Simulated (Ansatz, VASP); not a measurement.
GaAs in VASP and in Ansatz

```xyz
2
Lattice="2.8155 2.8155 0.0000 -2.8155 2.8155 0.0000 0.0000 2.8155 2.7891" Properties=species:S:1:pos:R:3 pbc="T T T"
Ga    0.0000    0.0000    0.0000
As    1.4077    4.2232    1.3945
```

Change from the starting cell: film at in-plane strain +0.005.

Alike in both runs: task single point; functional LDA; k mesh 8 × 8 × 8; no spin polarisation.

|  | VASP | Ansatz |
| --- | --- | --- |
| version | VASP 6.6.1 | Ansatz 0.2.0 |
| potentials or method | VASP PAW LDA potentials, release 64 (Ga_d, As), cutoff 520 eV | all-electron LAPW, scalar-relativistic |
| occupations | gaussian, width 0.01 eV | fixed |

Ansatz gave:

```
gap on the k mesh at the Fermi level (eV)                     : 0.41
pressure (GPa)                                                : -0.4
traceless stress, the component that is largest in VASP (GPa) : 0.39
```

Q: Estimate VASP's values.

A: gap on the k mesh at the Fermi level (eV): 0.46; pressure (GPa): -0.1; traceless stress, the component that is largest in VASP (GPa): 0.39.

LDA's correlation is that of Perdew and Zunger in VASP and of Perdew and Wang (1992) in Ansatz. Ansatz ran all-electron here, and VASP with PAW potentials.
